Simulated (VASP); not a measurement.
## AlFeH3: single point with r2SCAN

The system is AlFeH3.

```
Al Fe H
1.0
     3.42224    0.00000    0.00000
     0.00000    3.42224    0.00000
     0.00000    0.00000    3.42224
Al Fe H
1 1 3
Direct
  0.00000 0.00000 0.00000
  0.50000 0.50000 0.50000
  0.00000 0.00000 0.50000
  0.50000 0.00000 0.00000
  0.00000 0.50000 0.00000
```

```
Program                : VASP 6.6.1
Task                   : single point
Functional             : r2SCAN
Potentials or basis    : VASP PAW PBE potentials, release 64 (Al, Fe, H)
Cutoff                 : 520 eV
k mesh                 : 10 × 10 × 10
Occupations            : gaussian, width 0.1 eV
Spin                   : collinear spin, ferromagnetic start
Starting moments       : [0.0, 3.22, 0.0, 0.0, 0.0] μB
Dipole correction      : no
Further INCAR settings : ALGO = Normal; EDIFF = 1e-07; NBANDS = 19
```

The pressure is -0.3 GPa, the net moment is 2.65 μB per cell and the site moments are Al -0.04; Fe +2.94; H +0.03 μB. The valence electrons inside the program's atomic spheres are Al 0.79; Fe 6.74; H 0.58.

Levels at points of the mesh, in eV from the Fermi level:
Spin up:
| k point | band 4 | band 5 | band 6 | band 7 | band 8 | band 9 | band 10 | band 11 | band 12 | band 13 |
| --- | --- | --- | --- | --- | --- | --- | --- | --- | --- | --- |
| (0.00, 0.00, 0.00) | -3.00 | -3.00 | -3.00 | -2.02 | -2.02 | 1.52 | 1.52 | 1.52 | 4.69 | 14.46 |
| (0.50, 0.00, 0.00) | -3.83 | -3.46 | -3.46 | -2.96 | -2.92 | 3.34 | 4.63 | 4.63 | 6.03 | 6.03 |
| (0.50, 0.50, 0.00) | -4.12 | -3.30 | -3.30 | -3.02 | -2.07 | -0.88 | 4.11 | 5.44 | 6.38 | 6.38 |
| (0.50, 0.50, 0.50) | -3.00 | -3.00 | -2.13 | -1.88 | -1.88 | -1.88 | 0.38 | 0.38 | 0.38 | 3.47 |
Spin down:
```csv
k point,band 2,band 3,band 4,band 5,band 6,band 7,band 8,band 9,band 10,band 11
"(0.00, 0.00, 0.00)",-4.72,-4.72,0.37,0.37,0.37,1.11,1.11,1.11,1.47,1.47
"(0.50, 0.00, 0.00)",-9.48,-3.56,-0.80,-0.80,-0.34,0.47,1.47,4.03,5.12,5.12
"(0.50, 0.50, 0.00)",-8.11,-8.11,-2.68,-0.27,-0.27,1.34,1.48,1.85,4.23,5.13
"(0.50, 0.50, 0.50)",-7.57,-7.57,-2.44,-0.16,-0.16,-0.16,1.45,1.45,1.45,1.52
```

Run time: 13 min on 1 thread of Oxide Virtual Turin-like Processor, on a shared host, peak memory 0.2 GiB.

Caveat: the PAW data sets were made with another functional, which shifts forces and pressure a little.
